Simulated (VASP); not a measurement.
# Te2Mo in VASP: single point with LDA

Aim: the single point of Te2Mo with LDA.

Program: VASP 6.6.1. These are calculated values, not measurements. Logs are shortened: lines on timing, memory, paths and dates and some standing lists are left out, and cuts for length are marked.

### Step 1. The cell of the first run

The cell holds a slab with vacuum, 12 atoms: a = 3.518 Å, b = 3.518 Å, c = 42.000 Å, α = 90.00°, β = 90.00°, γ = 120.00°.

### Step 2. Single point, LDA

Input file INCAR:

```
  ALGO = Normal
  EDIFF = 1E-6
  ENCUT = 520
  ISIF = 2
  ISMEAR = 0
  LASPH = True
  LCHARG = True
  LELF = True
  LREAL = False
  LVHAR = True
  LWAVE = False
  NBANDS = 64
  NELM = 60
  PREC = Accurate
  SIGMA = 0.01
```

Input file KPOINTS:

```
k-points
0
Gamma
  12 12 1
```

Input file POSCAR:

```
Te2Mo
1.0
    3.5180000000      0.0000000000      0.0000000000
   -1.7590000000      3.0466773705      0.0000000000
    0.0000000000      0.0000000000     42.0000000000
Mo Te
4 8
Direct
    0.3333333333      0.6666666667      0.2559593199
    0.6666666667      0.3333333333      0.4185998119
    0.3333333333      0.6666666667      0.5814001881
    0.6666666667      0.3333333333      0.7440406801
    0.6666666667      0.3333333333      0.2983369086
    0.6666666667      0.3333333333      0.2137184349
    0.3333333333      0.6666666667      0.4609526617
    0.3333333333      0.6666666667      0.3762476744
    0.6666666667      0.3333333333      0.6237523256
    0.6666666667      0.3333333333      0.5390473383
    0.3333333333      0.6666666667      0.7862815651
    0.3333333333      0.6666666667      0.7016630914
```

Potentials or basis: VASP PAW LDA potentials, release 64 (Mo_sv, Te).

Command:

```bash
> cat potpaw_LDA.64/Mo_sv/POTCAR potpaw_LDA.64/Te/POTCAR > POTCAR
> mpirun -np 1 vasp_std > vasp.out
```

OUTCAR:

```text
EDIFF = 1E-6
   ENCUT = 520
   ISIF = 2
   ISMEAR = 0
   LASPH = True
   LREAL = False
   NELM = 60
   PREC = Accurate

 ion  position               nearest neighbor table
   1  0.333  0.667  0.256-   6 2.70   6 2.70   6 2.70   5 2.70   5 2.70   5 2.70
   2  0.667  0.333  0.419-   8 2.70   8 2.70   8 2.70   7 2.70   7 2.70   7 2.70
   3  0.333  0.667  0.581-   9 2.70   9 2.70   9 2.70  10 2.70  10 2.70  10 2.70
   4  0.667  0.333  0.744-  11 2.70  11 2.70  11 2.70  12 2.70  12 2.70  12 2.70
   5  0.667  0.333  0.298-   1 2.70   1 2.70   1 2.70   6 3.55
   6  0.667  0.333  0.214-   1 2.70   1 2.70   1 2.70   5 3.55
   7  0.333  0.667  0.461-   2 2.70   2 2.70   2 2.70   8 3.56
   8  0.333  0.667  0.376-   2 2.70   2 2.70   2 2.70   7 3.56
   9  0.667  0.333  0.624-   3 2.70   3 2.70   3 2.70  10 3.56
  10  0.667  0.333  0.539-   3 2.70   3 2.70   3 2.70   9 3.56
  11  0.333  0.667  0.786-   4 2.70   4 2.70   4 2.70  12 3.55
  12  0.333  0.667  0.702-   4 2.70   4 2.70   4 2.70  11 3.55

  LATTYP: Found a hexagonal cell.
 ALAT       =     3.5180000000
 C/A-ratio  =    11.9386014781

  Lattice vectors:

 A1 = (   3.5180000000,   0.0000000000,   0.0000000000)
 A2 = (  -1.7590000000,   3.0466773705,   0.0000000000)
 A3 = (   0.0000000000,   0.0000000000,  42.0000000000)

Analysis of symmetry for initial positions (statically):
=====================================================================
 Subroutine PRICEL returns:
 Original cell was already a primitive cell.

 Routine SETGRP: Setting up the symmetry group for a
 hexagonal supercell.

 Subroutine GETGRP returns: Found 12 space group operations
 (whereof 12 operations were pure point group operations)
 out of a pool of 24 trial point group operations.

The static configuration has the point symmetry D_3d.

Analysis of symmetry for dynamics (positions and initial velocities):
=====================================================================
 Subroutine PRICEL returns:
 Original cell was already a primitive cell.

 Routine SETGRP: Setting up the symmetry group for a
 hexagonal supercell.

 Subroutine GETGRP returns: Found 12 space group operations
 (whereof 12 operations were pure point group operations)
 out of a pool of 24 trial point group operations.
[... 121 lines left out ...]
   ISIF   =      2    stress and relaxation
   ISYM   =      2    0-nonsym 1-usesym 2-fastsym
   POTIM  = 0.5000    time-step for ionic-motion
   TEBEG  =    0.0;   TEEND  =   0.0 temperature during run
   PSTRESS=    0.0 pullay stress
   NELECT =     104.0000    total number of electrons
   NUPDOWN=      -1.0000    fix difference up-down
   EMIN   =  10.00;   EMAX   =-10.00  energy-range for DOS
   EFERMI =   0.00;   METHOD = LEGACY
   ISMEAR =     0;   SIGMA  =   0.01  broadening in eV -4-tet -1-fermi 0-gaus
   EFERMI_NEDOS =   21; number of points for ismear=-14 and -15
   IALGO  =     38    algorithm
   IMIX   =      4    mixing-type and parameters
     AMIX     =   0.40;   BMIX     =  1.00
     AMIX_MAG =   1.60;   BMIX_MAG =  1.00
  volume/ion in A,a.u.               =      37.51       253.16
  Fermi-wavevector in a.u.,A,eV,Ry     =   1.004528  1.898283 13.729321  1.009077
  Thomas-Fermi vector in A             =   2.137150
   LORBIT       =      0    0 simple, 1 ext, 2 COOP (PROOUT), +10 PAW based schemes
   GGA     = CA    functional components
   LHFCALC =     F    Hartree Fock is set to
   AEXX    =    0.0000 exact exchange contribution
   IVDW    =     0    specifies the selected vdW correction
   LEPSILON=     F    determine dielectric tensor
   LRPA    =     F    only Hartree local field effects (RPA)
 non-spin polarized calculation
 Gauss-broadening in eV      SIGMA  =   0.01
  energy-cutoff  :      520.00
  volume of cell :      450.16
 maximum number of plane-waves:     12277
 NGX is ok and might be reduce to    28
   NGX = 13   NGY = 13   NGZ =157

 number of electron     104.0000001 magnetization

 Free energy of the ion-electron system (eV)
  ---------------------------------------------------
  ext. energy  EPLUGINS =         0.00000000
  ---------------------------------------------------
  free energy    TOTEN  =       -82.32106211 eV

  energy without entropy =      -82.32106211  energy(sigma->0) =      -82.32106211

 E-fermi :   3.8950     XC(G=0):  -7.3070

 val. band max:        3.7820947636   @ k =   0.0000   0.0000   0.0000
 cond. band min:       4.4687546940   @ k =   0.2500   0.1667   0.0000
 fundamental gap:      0.6866599303
 Fermi energy:         3.8949526185

 k-point     1 :       0.0000    0.0000    0.0000
  band No.  band energies     occupation
      1     -56.8079      2.00000
      2     -56.8079      2.00000
      3     -56.8028      2.00000
      4     -56.8028      2.00000
      5     -31.1686      2.00000
      6     -31.1686      2.00000
[... 1262 lines left out ...]
     63       6.0638      0.00000
     64       6.0638      0.00000

------------------------ aborting loop because EDIFF is reached ----------------------------------------

  FORCE on cell =-STRESS in cart. coord.  units (eV):
  Direction    XX          YY          ZZ          XY          YZ          ZX
  --------------------------------------------------------------------------------------
  -------------------------------------------------------------------------------------
  Total       -3.4956150     -3.4956150      0.7364379      0.0000000      0.0000000     -0.0000000
  in kB      -12.4412091    -12.4412091      2.6210489      0.0000000      0.0000000     -0.0000000
  external PRESSURE =      -7.4204565 kB  Pullay stress =       0.0000000 kB

 VOLUME and BASIS-vectors are now :
 -----------------------------------------------------------------------------
  energy-cutoff  :      520.00
  volume of cell :      450.16
      direct lattice vectors                 reciprocal lattice vectors
     3.518000000  0.000000000  0.000000000     0.284252416  0.164113209  0.000000000
    -1.759000000  3.046677370  0.000000000     0.000000000  0.328226418  0.000000000
     0.000000000  0.000000000 42.000000000     0.000000000  0.000000000  0.023809524

 POSITION                                       TOTAL-FORCE (eV/Angst)
 -----------------------------------------------------------------------------------
     -0.00000      2.03112     10.75029         0.000000     -0.000000      0.000654
      1.75900      1.01556     17.58119        -0.000000     -0.000000      0.000122
     -0.00000      2.03112     24.41881         0.000000      0.000000     -0.000122
      1.75900      1.01556     31.24971        -0.000000      0.000000     -0.000654
      1.75900      1.01556     12.53015        -0.000000      0.000000      0.057958
      1.75900      1.01556      8.97617        -0.000000      0.000000     -0.057162
     -0.00000      2.03112     19.36001         0.000000      0.000000      0.057046
     -0.00000      2.03112     15.80240        -0.000000      0.000000     -0.056844
      1.75900      1.01556     26.19760        -0.000000     -0.000000      0.056844
      1.75900      1.01556     22.63999        -0.000000      0.000000     -0.057046
     -0.00000      2.03112     33.02383         0.000000     -0.000000      0.057162
     -0.00000      2.03112     29.46985         0.000000     -0.000000     -0.057958
 -----------------------------------------------------------------------------------
    total drift:                               -0.000000      0.000000      0.000000

  FREE ENERGIE OF THE ION-ELECTRON SYSTEM (eV)
  ---------------------------------------------------
  free  energy   TOTEN  =       -82.3210621086 eV

  energy  without entropy=      -82.3210621086  energy(sigma->0) =      -82.32106211
```

Wall time 20 min (1 thread of Intel Xeon Platinum 8259CL at 2.50GHz (Skylake/Cascade Lake), shared host); peak memory 0.69 GiB.

Results:

| Quantity | Value |
| --- | --- |
| Free energy | -82.3211 eV |
| Largest force | 0.058 eV/Å |
| Band gap on the k mesh | 0.69 eV (least direct gap 1.03 eV) |

Forces in eV/Å, atoms in the order of the input:
```
Mo   0.000  0.000  0.001
Mo   0.000  0.000  0.000
Mo   0.000  0.000  0.000
Mo   0.000  0.000 -0.001
Te   0.000  0.000  0.058
Te   0.000  0.000 -0.057
Te   0.000  0.000  0.057
Te   0.000  0.000 -0.057
Te   0.000  0.000  0.057
Te   0.000  0.000 -0.057
Te   0.000  0.000  0.057
Te   0.000  0.000 -0.058
```

Caveat: spin-orbit coupling is left out, which moves the levels of the heavy elements.
